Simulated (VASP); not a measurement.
Input of a VASP 6.6.1 run:

File POSCAR:

```
Cd
1.0
    2.9509006248      0.0000000000      0.0000000000
   -1.4754503124      2.5555549051      0.0000000000
    0.0000000000      0.0000000000      5.8838547497
Cd
2
Direct
    0.3333333333      0.6666666667      0.2500000000
    0.6666666667      0.3333333333      0.7500000000
```

Contents of INCAR.step1:

```
SYSTEM = Cd
  PREC = Accurate
  ENCUT = 520
  ISMEAR = -1
  SIGMA = 0.1
  LREAL = .False.
  LASPH = .True.
  NELM = 80
  NBANDS = 19
  GGA = PE
  ALGO = Normal
  EDIFF = 1E-4
  LWAVE = .True.
  LCHARG = .False.
```

The input INCAR.step2:

```
SYSTEM = Cd
  PREC = Accurate
  ENCUT = 520
  EDIFF = 1E-6
  ISMEAR = -1
  SIGMA = 0.1
  LREAL = .False.
  LASPH = .True.
  NELM = 80
  ALGO = Normal
  ISIF = 2
  LWAVE = .False.
  LCHARG = .False.
  METAGGA = R2SCAN
  LMIXTAU = .True.
  NBANDS = 19
  ISTART = 1
```

The input KPOINTS:

```
Automatic mesh
0
Gamma
  13 13 6
  0 0 0
```

Potentials or basis: VASP PAW PBE potentials, release 64 (Cd).

The run is started by

```bash
$ cat potpaw_PBE.64/Cd/POTCAR > POTCAR
$ cp INCAR.step1 INCAR
$ mpirun -np 1 vasp_std > vasp.out
$ cp INCAR.step2 INCAR
$ mpirun -np 1 vasp_std > vasp.out
```

Task: Estimate the pressure.

Result: 0.5 GPa.

Task: Predict the band gap on the k mesh.

Result: Zero (band 12 reaches 3.97 eV, above the bottom of band 13 at -0.37 eV).

Stress tensor (GPa, compression positive):
```
 1.07  0.00  0.00
 0.00  1.07  0.00
 0.00  0.00 -0.66
```

Caveat: the PAW data sets were made with another functional, which shifts forces and pressure a little.
